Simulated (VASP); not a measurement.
H2CSO, 25 atoms in the cell. The cell holds a disordered packing, 25 atoms: a = 7.982 Å, b = 7.982 Å, c = 7.982 Å, α = 90.00°, β = 90.00°, γ = 90.00°. 

- Program: VASP 6.6.1
- Task: single point
- Functional: PBEsol
- Potentials or basis: VASP PAW PBE potentials, release 64 (O, C, S, H)
- Cutoff: 520 eV
- k mesh: 1 × 1 × 1
- Occupations: fermi-dirac, width 0.02 eV
- Spin: no spin polarisation
- Dipole correction: no
- Further INCAR settings: LREAL = Auto; ALGO = Normal; EDIFF = 1e-06; NBANDS = 63

Potentials or basis: VASP PAW PBE potentials, release 64 (O, C, S, H).

Command:

```bash
$ cat potpaw_PBE.64/O/POTCAR potpaw_PBE.64/C/POTCAR potpaw_PBE.64/S/POTCAR potpaw_PBE.64/H/POTCAR > POTCAR
$ mpirun -np 1 vasp_gam > vasp.out
```

Hardware: 1 thread of Intel(R) Xeon(R) 6975P-C (Granite Rapids) (shared host).

Problem. Estimate the wall time of this run.

Solution. Wall time 34 s on 1 thread of Intel(R) Xeon(R) 6975P-C (Granite Rapids), with other jobs on the host, peak memory 0.47 GiB. Counts: scf iterations 17, k points 1.
